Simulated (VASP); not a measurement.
Set up this calculation in VASP 6.6.1, as the native input.

```
Task                   : single point
Functional             : PBE
Potentials or basis    : VASP PAW PBE potentials, release 64 (H)
Cutoff                 : 520 eV
k mesh                 : 9 × 9 × 6
Occupations            : gaussian, width 0.05 eV
Spin                   : no spin polarisation
Dipole correction      : no
Further INCAR settings : ALGO = Normal; EDIFF = 1e-06; NBANDS = 10
```

The structure of H lies in POSCAR:

```
H
1.0
    3.8401304226      0.0000000000      0.0000000000
   -1.9200652113      3.3256504998      0.0000000000
    0.0000000000      0.0000000000      5.0466615500
H
4
Direct
    0.3333333333      0.6666666667      0.1764958800
    0.6666666667      0.3333333333      0.6764958800
    0.6666666667      0.3333333333      0.8235041200
    0.3333333333      0.6666666667      0.3235041200
```

One way to write it, as run:

INCAR

```
SYSTEM = H
PREC = Accurate ; ENCUT = 520
EDIFF = 1E-6 ; ISMEAR = 0
SIGMA = 0.05 ; LREAL = .FALSE.
LASPH = .TRUE. ; NELM = 100
ALGO = Normal ; ISIF = 2
LWAVE = .FALSE. ; LCHARG = .TRUE.
GGA = PE ; LELF = .TRUE.
LVHAR = .TRUE. ; NBANDS = 10
```

KPOINTS

```
Automatic mesh
0
G
  9 9 6
  0 0 0
```

Potentials or basis: VASP PAW PBE potentials, release 64 (H).

The run is started by

```console
$ cat potpaw_PBE.64/H/POTCAR > POTCAR
$ mpirun -np 1 vasp_std > vasp.out
```

Results of the run:

| Item | Value |
| --- | --- |
| Pressure | 0.2 GPa |
| Largest force | 0.299 eV/Å |
| Band gap on the k mesh | 9.40 eV, direct |

Wall time 11 s on 1 thread of Intel(R) Xeon(R) 6975P-C (Granite Rapids), with other jobs on the host, peak memory 0.17 GiB.
